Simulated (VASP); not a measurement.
# InSe (P6_3/mmc) in VASP: single point with r2SCAN

Aim: the single point of InSe with r2SCAN.

Everything below comes from runs of VASP 6.6.1. Logs are shortened: lines on timing, memory, paths and dates and some standing lists are left out, and cuts for length are marked.

### Step 1. The cell of the first run

Symmetry: P6_3/mmc, No. 194, hexagonal system. The conventional cell has a = 4.057 Å, b = 4.057 Å, c = 18.347 Å, α = 90.00°, β = 90.00°, γ = 120.00°. Within 3.5 Å of In (site symmetry 3m) lie 3 Se at 2.66 Å and 1 In at 2.81 Å. Within 3.5 Å of Se (site symmetry 3m) lie 3 In at 2.66 Å.

### Step 2. Single point, r2SCAN (32.68 Å³/atom)

File POSCAR:

```
InSe
1.0
    4.0565820873      0.0000000000      0.0000000000
   -2.0282910437      3.5131031401      0.0000000000
    0.0000000000      0.0000000000     18.3472507668
In Se
4 4
Direct
    0.3333333333      0.6666666667      0.1735419992
    0.6666666667      0.3333333333      0.6735419992
    0.3333333333      0.6666666667      0.3264580008
    0.6666666667      0.3333333333      0.8264580008
    0.3333333333      0.6666666667      0.6050480209
    0.6666666667      0.3333333333      0.1050480209
    0.3333333333      0.6666666667      0.8949519791
    0.6666666667      0.3333333333      0.3949519791
```

File INCAR.step1:

```
ALGO = Normal
EDIFF = 1E-4
ENCUT = 520
GGA = PE
ISMEAR = 0
LASPH = True
LCHARG = False
LREAL = False
LWAVE = True
NBANDS = 48
NELM = 80
PREC = Accurate
SIGMA = 0.02
```

File INCAR.step2:

```
ALGO = Normal
EDIFF = 1E-6
ENCUT = 520
ISIF = 2
ISMEAR = 0
ISTART = 1
LASPH = True
LCHARG = True
LELF = True
LMIXTAU = True
LREAL = False
LVHAR = True
LWAVE = False
METAGGA = R2SCAN
NBANDS = 48
NELM = 80
PREC = Accurate
SIGMA = 0.02
```

File KPOINTS:

```
k-points
0
Gamma
  12 12 2
```

Potentials or basis: VASP PAW PBE potentials, release 64 (In_d, Se).

Started as:

```
$ cat potpaw_PBE.64/In_d/POTCAR potpaw_PBE.64/Se/POTCAR > POTCAR
$ cp INCAR.step1 INCAR
$ mpirun -np 1 vasp_std > vasp.out
$ cp INCAR.step2 INCAR
$ mpirun -np 1 vasp_std > vasp.out
```

OUTCAR:

```text
EDIFF = 1E-6
   ENCUT = 520
   ISIF = 2
   ISMEAR = 0
   ISTART = 1
   LASPH = True
   LREAL = False
   METAGGA = R2SCAN
   NELM = 80
   PREC = Accurate

 ion  position               nearest neighbor table
   1  0.333  0.667  0.174-   6 2.66   6 2.66   6 2.66   3 2.81
   2  0.667  0.333  0.674-   5 2.66   5 2.66   5 2.66   4 2.81
   3  0.333  0.667  0.326-   8 2.66   8 2.66   8 2.66   1 2.81
   4  0.667  0.333  0.826-   7 2.66   7 2.66   7 2.66   2 2.81
   5  0.333  0.667  0.605-   2 2.66   2 2.66   2 2.66
   6  0.667  0.333  0.105-   1 2.66   1 2.66   1 2.66
   7  0.333  0.667  0.895-   4 2.66   4 2.66   4 2.66
   8  0.667  0.333  0.395-   3 2.66   3 2.66   3 2.66

  LATTYP: Found a hexagonal cell.
 ALAT       =     4.0565820873
 C/A-ratio  =     4.5228348329

  Lattice vectors:

 A1 = (   4.0565820873,   0.0000000000,   0.0000000000)
 A2 = (  -2.0282910437,   3.5131031401,   0.0000000000)
 A3 = (   0.0000000000,   0.0000000000,  18.3472507668)

Analysis of symmetry for initial positions (statically):
=====================================================================
 Subroutine PRICEL returns:
 Original cell was already a primitive cell.

 Routine SETGRP: Setting up the symmetry group for a
 hexagonal supercell.

 Subroutine GETGRP returns: Found 24 space group operations
 (whereof 12 operations were pure point group operations)
 out of a pool of 24 trial point group operations.

The static configuration has the point symmetry D_3d.
 The point group associated with its full space group is D_6h.

Analysis of symmetry for dynamics (positions and initial velocities):
=====================================================================
 Subroutine PRICEL returns:
 Original cell was already a primitive cell.

 Routine SETGRP: Setting up the symmetry group for a
 hexagonal supercell.

 Subroutine GETGRP returns: Found 24 space group operations
 (whereof 12 operations were pure point group operations)
 out of a pool of 24 trial point group operations.

The dynamic configuration has the point symmetry D_3d.
 The point group associated with its full space group is D_6h.

 Subroutine INISYM returns: Found 24 space group operations
 (whereof 12 operations are pure point group operations),
 and found     1 'primitive' translations

----------------------------------------------------------------------------------------

                                     Primitive cell

  volume of cell :     261.4702

  direct lattice vectors                    reciprocal lattice vectors
     4.056582087  0.000000000  0.000000000     0.246512946  0.142324316  0.000000000
    -2.028291044  3.513103140  0.000000000     0.000000000  0.284648631  0.000000000
     0.000000000  0.000000000 18.347250767     0.000000000  0.000000000  0.054504079

  length of vectors
     4.056582087  4.056582087 18.347250767     0.284648631  0.284648631  0.054504079

  position of ions in fractional coordinates (direct lattice)
     0.333333333  0.666666667  0.173541999
     0.666666667  0.333333333  0.673541999
     0.333333333  0.666666667  0.326458001
     0.666666667  0.333333333  0.826458001
     0.333333333  0.666666667  0.605048021
     0.666666667  0.333333333  0.105048021
     0.333333333  0.666666667  0.894951979
     0.666666667  0.333333333  0.394951979

  ion indices of the primitive-cell ions
   primitive index   ion index
                 1           1
                 2           2
                 3           3
                 4           4
                 5           5
                 6           6
                 7           7
                 8           8

----------------------------------------------------------------------------------------

 KPOINTS: k-points

Automatic generation of k-mesh.
 Grid dimensions read from file:
 generate k-points for:   12   12    2

 Generating k-lattice:

  Cartesian coordinates                     Fractional coordinates (reciprocal lattice)
     0.020542745  0.011860360  0.000000000     0.083333333 -0.000000000  0.000000000
     0.000000000  0.023720719  0.000000000     0.000000000  0.083333333  0.000000000
     0.000000000  0.000000000  0.027252039     0.000000000  0.000000000  0.500000000

  Length of vectors
     0.023720719  0.023720719  0.027252039

  Shift w.r.t. Gamma in fractional coordinates (k-lattice)
     0.000000000  0.000000000  0.000000000

 Subroutine IBZKPT returns following result:
 ===========================================

 Found     38 irreducible k-points:

 Following reciprocal coordinates:
            Coordinates               Weight
  0.000000  0.000000  0.000000      1.000000
  0.083333  0.000000  0.000000      6.000000
  0.166667  0.000000  0.000000      6.000000
  0.250000  0.000000  0.000000      6.000000
  0.333333  0.000000  0.000000      6.000000
  0.416667  0.000000  0.000000      6.000000
[... 16 lines left out ...]
  0.250000  0.000000  0.500000      6.000000
  0.333333  0.000000  0.500000      6.000000
 [... further k-points ...]
   k-points           NKPTS =     38   k-points in BZ     NKDIM =     38   number of bands    NBANDS=     48
   number of dos      NEDOS =    301   number of ions     NIONS =      8
   total plane-waves  NPLWV = 126000
   dimension x,y,z NGX =    30 NGY =   30 NGZ =  140
   dimension x,y,z NGXF=    60 NGYF=   60 NGZF=  280
   ions per type =               4   4
   NGX,Y,Z   is equivalent  to a cutoff of  12.29, 12.29, 12.69 a.u.
   NGXF,Y,Z  is equivalent  to a cutoff of  24.59, 24.59, 25.37 a.u.
 SYSTEM =  unknown system
   PREC   = accura    normal or accurate (medium, high low for compatibility)
   ISTART =      1    job   : 0-new  1-cont  2-samecut
   ICHARG =      0    charge: 1-file 2-atom 10-const
   ISPIN  =      1    spin polarized calculation?
   LNONCOLLINEAR =      F non collinear calculations
   LSORBIT =      F    spin-orbit coupling
   LASPH  =      T    aspherical Exc in radial PAW
   ENCUT  =  520.0 eV  38.22 Ry    6.18 a.u.   7.54  7.54 34.11*2*pi/ulx,y,z
   NELM   =     80;   NELMIN=  2; NELMDL=  0     # of ELM steps
   EDIFF  = 0.1E-05   stopping-criterion for ELM
   LREAL  =      F    real-space projection
   EDIFFG = 0.1E-04   stopping-criterion for IOM
   NSW    =      0    number of steps for IOM
   IBRION =     -1    ionic relax: 0-MD 1-quasi-New 2-CG
   NFREE  =      0    steps in history (QN), initial steepest desc. (CG)
   ISIF   =      2    stress and relaxation
   ISYM   =      2    0-nonsym 1-usesym 2-fastsym
   POTIM  = 0.5000    time-step for ionic-motion
   TEBEG  =    0.0;   TEEND  =   0.0 temperature during run
   PSTRESS=    0.0 pullay stress
   NELECT =      76.0000    total number of electrons
   NUPDOWN=      -1.0000    fix difference up-down
   EMIN   =  10.00;   EMAX   =-10.00  energy-range for DOS
   EFERMI =   0.00;   METHOD = LEGACY
   ISMEAR =     0;   SIGMA  =   0.02  broadening in eV -4-tet -1-fermi 0-gaus
   EFERMI_NEDOS =   21; number of points for ismear=-14 and -15
   IALGO  =     38    algorithm
   IMIX   =      4    mixing-type and parameters
     AMIX     =   0.40;   BMIX     =  1.00
     AMIX_MAG =   1.60;   BMIX_MAG =  1.00
  volume/ion in A,a.u.               =      32.68       220.56
  Fermi-wavevector in a.u.,A,eV,Ry     =   1.084439  2.049293 16.000573  1.176009
  Thomas-Fermi vector in A             =   2.220530
   LORBIT       =      0    0 simple, 1 ext, 2 COOP (PROOUT), +10 PAW based schemes
   METAGGA = R2SCAN    functional components
   LHFCALC =     F    Hartree Fock is set to
   AEXX    =    0.0000 exact exchange contribution
   IVDW    =     0    specifies the selected vdW correction
   LEPSILON=     F    determine dielectric tensor
   LRPA    =     F    only Hartree local field effects (RPA)
 non-spin polarized calculation
 Gauss-broadening in eV      SIGMA  =   0.02
  energy-cutoff  :      520.00
  volume of cell :      261.47
 maximum number of plane-waves:      7096
   NGX = 15   NGY = 15   NGZ = 69

 number of electron      76.0000018 magnetization

 Free energy of the ion-electron system (eV)
  ---------------------------------------------------
  ext. energy  EPLUGINS =         0.00000000
  ---------------------------------------------------
  free energy    TOTEN  =      -152.94129194 eV

  energy without entropy =     -152.94129194  energy(sigma->0) =     -152.94129194

 E-fermi :   2.6349     XC(G=0):  -8.7906

 val. band max:        2.5457731253   @ k =   0.0000   0.0000   0.0000
 cond. band min:       3.7219722302   @ k =   0.0000   0.0000   0.0000
 fundamental gap:      1.1761991049
 Fermi energy:         2.6349361450

 k-point     1 :       0.0000    0.0000    0.0000
  band No.  band energies     occupation
      1     -12.4003      2.00000
      2     -12.4003      2.00000
      3     -12.2182      2.00000
      4     -12.2182      2.00000
      5     -12.2182      2.00000
      6     -12.2182      2.00000
[... 40 lines left out ...]
     47       8.7569      0.00000
     48       8.7570      0.00000

 k-point     2 :       0.0833    0.0000    0.0000
  band No.  band energies     occupation
      1     -12.4012      2.00000
      2     -12.4011      2.00000
      3     -12.2426      2.00000
      4     -12.2419      2.00000
      5     -12.2167      2.00000
      6     -12.2167      2.00000
[... 40 lines left out ...]
     47       8.3824      0.00000
     48       8.5533      0.00000

 k-point     3 :       0.1667    0.0000    0.0000
  band No.  band energies     occupation
      1     -12.4096      2.00000
      2     -12.4092      2.00000
      3     -12.2939      2.00000
      4     -12.2923      2.00000
      5     -12.2393      2.00000
      6     -12.2369      2.00000
[... 40 lines left out ...]
     47       7.7567      0.00000
     48       8.0272      0.00000

 k-point     4 :       0.2500    0.0000    0.0000
  band No.  band energies     occupation
      1     -12.4421      2.00000
      2     -12.4407      2.00000
      3     -12.3278      2.00000
      4     -12.3266      2.00000
      5     -12.3179      2.00000
      6     -12.3150      2.00000
[... 958 lines left out ...]
     47       7.8929      0.00000
     48       7.8929      0.00000

 k-point    23 :       0.2500    0.0000    0.5000
  band No.  band energies     occupation
      1     -12.4414      2.00000
      2     -12.4414      2.00000
      3     -12.3273      2.00000
      4     -12.3273      2.00000
      5     -12.3164      2.00000
      6     -12.3164      2.00000
[... 40 lines left out ...]
     47       7.7625      0.00000
     48       7.7625      0.00000

 k-point    24 :       0.3333    0.0000    0.5000
  band No.  band energies     occupation
      1     -12.4890      2.00000
      2     -12.4890      2.00000
      3     -12.3807      2.00000
      4     -12.3807      2.00000
      5     -12.3348      2.00000
      6     -12.3348      2.00000
[... 40 lines left out ...]
     47       7.7675      0.00000
     48       7.7675      0.00000

 [... further k-points ...]

------------------------ aborting loop because EDIFF is reached ----------------------------------------

  FORCE on cell =-STRESS in cart. coord.  units (eV):
  Direction    XX          YY          ZZ          XY          YZ          ZX
  --------------------------------------------------------------------------------------
  -------------------------------------------------------------------------------------
  Total       -0.7095877     -0.7095877     -0.6895712      0.0000000      0.0000000      0.0000000
  in kB       -4.3480497     -4.3480497     -4.2253973      0.0000000      0.0000000      0.0000000
  external PRESSURE =      -4.3071655 kB  Pullay stress =       0.0000000 kB

 VOLUME and BASIS-vectors are now :
 -----------------------------------------------------------------------------
  energy-cutoff  :      520.00
  volume of cell :      261.47
      direct lattice vectors                 reciprocal lattice vectors
     4.056582087  0.000000000  0.000000000     0.246512946  0.142324316  0.000000000
    -2.028291044  3.513103140  0.000000000     0.000000000  0.284648631  0.000000000
     0.000000000  0.000000000 18.347250767     0.000000000  0.000000000  0.054504079

 POSITION                                       TOTAL-FORCE (eV/Angst)
 -----------------------------------------------------------------------------------
     -0.00000      2.34207      3.18402        -0.000000     -0.000000      0.006023
      2.02829      1.17103     12.35764         0.000000      0.000000      0.006023
     -0.00000      2.34207      5.98961        -0.000000     -0.000000     -0.006023
      2.02829      1.17103     15.16323         0.000000      0.000000     -0.006023
     -0.00000      2.34207     11.10097         0.000000     -0.000000     -0.011388
      2.02829      1.17103      1.92734         0.000000     -0.000000     -0.011388
     -0.00000      2.34207     16.41991         0.000000     -0.000000      0.011388
      2.02829      1.17103      7.24628         0.000000     -0.000000      0.011388
 -----------------------------------------------------------------------------------
    total drift:                               -0.000000      0.000000      0.000000

  FREE ENERGIE OF THE ION-ELECTRON SYSTEM (eV)
  ---------------------------------------------------
  free  energy   TOTEN  =      -152.9412919422 eV

  energy  without entropy=     -152.9412919422  energy(sigma->0) =     -152.94129194
```

Wall time 76 min (1 thread of Oxide Virtual Turin-like, shared host); peak memory 0.59 GiB.

What came out:

* Free energy: -152.9413 eV
* Pressure: -0.4 GPa
* Largest force: 0.011 eV/Å
* Band gap on the k mesh: 1.18 eV

Forces in eV/Å, atoms in the order of the input:
```
In   0.000  0.000  0.006
In   0.000  0.000  0.006
In   0.000  0.000 -0.006
In   0.000  0.000 -0.006
Se   0.000  0.000 -0.011
Se   0.000  0.000 -0.011
Se   0.000  0.000  0.011
Se   0.000  0.000  0.011
```

Levels at points of the mesh, in eV from the valence-band top:
| k point | band 34 | band 35 | band 36 | band 37 | band 38 | band 39 | band 40 | band 41 | band 42 | band 43 |
| --- | --- | --- | --- | --- | --- | --- | --- | --- | --- | --- |
| (0.00, 0.00, 0.00) | -1.00 | -0.96 | -0.96 | -0.82 | 0.00 | 1.18 | 1.86 | 2.76 | 2.78 | 4.86 |
| (0.50, 0.00, 0.00) | -1.96 | -1.90 | -1.89 | -1.47 | -1.24 | 1.99 | 2.03 | 2.31 | 2.40 | 4.08 |
| (0.00, 0.00, 0.50) | -0.97 | -0.97 | -0.97 | -0.45 | -0.45 | 1.57 | 1.57 | 2.77 | 2.77 | 4.88 |
| (0.50, 0.00, 0.50) | -2.00 | -1.92 | -1.92 | -1.35 | -1.35 | 2.13 | 2.13 | 2.23 | 2.23 | 4.21 |

Caveat: the PAW data sets were made with another functional, which shifts forces and pressure a little; spin-orbit coupling is left out, which moves the levels of the heavy elements. A k mesh can miss the band edges.
